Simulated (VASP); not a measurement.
Write the native input for VASP 6.6.1 that does the following.

```
Task                   : relaxation of cell and atoms
Functional             : PBE
Potentials or basis    : VASP PAW PBE potentials, release 64 (W_sv, C)
Cutoff                 : 600 eV
k mesh                 : 6 × 6 × 6
Occupations            : gaussian, width 0.1 eV
Spin                   : no spin polarisation
Dipole correction      : no
Further INCAR settings : ALGO = Normal; EDIFF = 1e-06; IBRION = 2; EDIFFG = -0.04; NSW = 90; ISIF = 3
```

The structure of WC4 lies in POSCAR:

```
WC4
1.0
   -2.5415724900      2.5415724900      2.5415724900
    2.5415724900     -2.5415724900      2.5415724900
    2.5415724900      2.5415724900     -2.5415724900
W C
1 4
Direct
    0.0000000000      0.0000000000      0.0000000000
    0.0000000000      0.0000000000      0.5000000000
    0.5000000000      0.0000000000      0.0000000000
    0.5000000000      0.5000000000      0.5000000000
    0.0000000000      0.5000000000      0.0000000000
```

These files were run (other wordings do the same):

INCAR

```
ALGO = Normal
EDIFF = 1E-6
EDIFFG = -0.04
ENCUT = 600
GGA = PE
IBRION = 2
ISIF = 3
ISMEAR = 0
LASPH = T
LCHARG = F
LREAL = F
LWAVE = F
NELM = 100
NSW = 90
PREC = Accurate
SIGMA = 0.1
```

KPOINTS

```
k-points
0
Gamma
  6 6 6
```

Potentials or basis: VASP PAW PBE potentials, release 64 (W_sv, C).

Run with:

```bash
$ cat potpaw_PBE.64/W_sv/POTCAR potpaw_PBE.64/C/POTCAR > POTCAR
$ mpirun -np 1 vasp_std > vasp.out
```

Results of the run:

```json
{
  "Relaxed volume": "11.20 Å³/atom",
  "Relaxed cell": "a = 4.174 Å, b = 4.174 Å, c = 4.174 Å, α = 109.47°, β = 109.47°, γ = 109.47°",
  "Space group after relaxing (to 0.05 Å)": "Im-3m (No. 229)",
  "Energy gained by relaxing": "168.5 meV/atom",
  "Ionic steps": "4",
  "Pressure after relaxing": "-0.1 GPa",
  "Band gap on the k mesh": "zero (band 15 reaches 7.86 eV, above the bottom of band 16 at 4.97 eV)"
}
```

Caveat: spin-orbit coupling is left out, which moves the levels of the heavy elements.

Wall time 60 s on 1 thread of AMD EPYC 7R13 Processor (Zen 3), on a shared host, peak memory 0.19 GiB.
